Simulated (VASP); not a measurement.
Input of a VASP 6.6.1 run:

File INCAR:

```
SYSTEM = TaAs
PREC = Accurate ; ENCUT = 600
EDIFF = 1E-7 ; ISMEAR = 0
SIGMA = 0.1 ; LREAL = .False.
LASPH = .True. ; NELM = 100
ALGO = Normal ; ISIF = 3
LWAVE = .False. ; LCHARG = .False.
GGA = PE ; IBRION = 2
NSW = 90 ; EDIFFG = -0.04
```

The input KPOINTS:

```
Automatic mesh
0
Gamma
  6 6 6
  0 0 0
```

Contents of POSCAR:

```
TaAs
1.0
    3.5245000000      0.0000000000      0.0000000000
   -1.7622500000      3.0523065400      0.0000000000
    0.0000000000      0.0000000000      3.3951730000
Ta As
1 1
Direct
    0.3333333300      0.6666666700      0.5000000000
    0.0000000000      0.0000000000      0.0000000000
```

Potentials or basis: VASP PAW PBE potentials, release 64 (Ta_pv, As).

The run is started by

```sh
$ cat potpaw_PBE.64/Ta_pv/POTCAR potpaw_PBE.64/As/POTCAR > POTCAR
$ mpirun -np 1 vasp_std > vasp.out
```

(1) Estimate the band gap on the k mesh.

(2) Predict the relaxed volume.

(3) What does it give for the space group after relaxing (to 0.05 Å)?

(4) What does it give for the relaxed cell?

## Answers

(1) zero (band 8 reaches 6.63 eV, above the bottom of band 9 at 6.44 eV).

(2) 17.66 Å³/atom.

(3) P-6m2 (No. 187).

(4) a = 3.424 Å, b = 3.424 Å, c = 3.479 Å, α = 90.00°, β = 90.00°, γ = 120.00°.

Caveat: spin-orbit coupling is left out, which moves the levels of the heavy elements.
